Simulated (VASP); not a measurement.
The system is TiO2.

```xyz
6
Lattice="2.7060 -2.7067 0.0000 2.7060 2.7067 0.0000 -2.6335 0.0000 4.7966" Properties=species:S:1:pos:R:3 pbc="T T T"
Ti    2.0477    1.9807    1.1992
Ti    0.7309   -1.9807    3.5975
O    -0.6205   -0.6563    3.2001
O     3.3990    0.6563    1.5966
O     2.0823   -0.6563    3.9949
O     0.6963    0.6563    0.8018
```

Base run:

```yaml
Program: VASP 6.6.1
Functional: PBE
Potentials_or_basis: VASP PAW PBE potentials, release 64 (Ti_sv, O)
Cutoff: 520 eV
k_mesh: 6 × 6 × 6
Occupations: gaussian, width 0.02 eV
Spin: no spin polarisation
```

Its results: band gap on the k mesh 2.05 eV (least direct gap 2.39 eV); pressure -1.0 GPa; largest force 0.106 eV/Å.

Q: The run is repeated on the same cell with these changes: k mesh from 6 × 6 × 6 to 2 × 2 × 2. What comes out?

A: Band gap on the k mesh 2.03 eV (least direct gap 2.46 eV); pressure -1.9 GPa; largest force 0.286 eV/Å.

Caveats: some runs use coarse meshes.

A k mesh can miss the band edges.
